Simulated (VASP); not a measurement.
Input of a VASP 6.6.1 run:

INCAR

```
PREC = Accurate
ENCUT = 520
EDIFF = 1E-8
ISMEAR = -1
SIGMA = 0.05
LREAL = False
LASPH = True
NELM = 150
ALGO = Normal
ISIF = 2
LWAVE = False
LCHARG = False
ISPIN = 2
MAGMOM = 2 0
LORBIT = 11
LMAXMIX = 4
GGA = PS
LEFG = True
NBANDS = 18
```

Contents of KPOINTS:

```
regular mesh
0
Gamma
  16 16 16
```

File POSCAR:

```
CoO
1.0
    0.0000000000      2.1456163054      2.1456163054
    2.1456163054      0.0000000000      2.1456163054
    2.1456163054      2.1456163054      0.0000000000
Co O
1 1
Direct
    0.0000000000      0.0000000000      0.0000000000
    0.5000000000      0.5000000000      0.5000000000
```

Potentials or basis: VASP PAW PBE potentials, release 64 (Co, O).

Run with:

```bash
$ cat potpaw_PBE.64/Co/POTCAR potpaw_PBE.64/O/POTCAR > POTCAR
$ mpirun -np 1 vasp_std > vasp.out
```

Task: Predict the net moment.

Result: 2.97 μB per cell.

Task: What does it give for the site moments?

Result: Co +2.59; O +0.33 μB.

Caveat: without QUAD_EFG the Cq values of the log hold for a quadrupole moment of 1 mb, not for the nuclei; a cell with one magnetic atom can't hold antiferromagnetic order, which such compounds often take.
